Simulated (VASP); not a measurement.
Here is a VASP 6.6.1 calculation.

The input INCAR:

```
PREC = Accurate
ENCUT = 520
EDIFF = 1E-6
ISMEAR = 0
SIGMA = 0.15
LREAL = False
LASPH = True
NELM = 100
ALGO = Fast
ISIF = 2
LWAVE = False
LCHARG = False
GGA = PE
NBANDS = 28
```

The input KPOINTS:

```
Automatic mesh
0
Gamma
  15 15 6
```

File POSCAR:

```
Ti3Al
1.0
    2.9041494217      0.0000000000      0.0000000000
   -1.4520747109      2.5150671756      0.0000000000
    0.0000000000      0.0000000000      9.3949233792
Ti Al
3 1
Direct
    0.6666666667      0.3333333333      0.0000000000
    0.3333333333      0.6666666667      0.7342089107
    0.3333333333      0.6666666667      0.2657910893
    0.6666666667      0.3333333333      0.5000000000
```

Potentials or basis: VASP PAW PBE potentials, release 64 (Ti_sv, Al).

Run with:

```bash
$ cat potpaw_PBE.64/Ti_sv/POTCAR potpaw_PBE.64/Al/POTCAR > POTCAR
$ mpirun -np 1 vasp_std > vasp.out
```

Task: Predict the pressure.

Result: 0.2 GPa.

Task: Predict the band gap on the k mesh.

Result: Zero (an odd number of electrons rules out a gap without spin polarisation).

Forces in eV/Å, atoms in the order of the input:
```
Ti   0.000  0.000  0.000
Ti   0.000  0.000  0.987
Ti   0.000  0.000 -0.987
Al   0.000  0.000  0.000
```
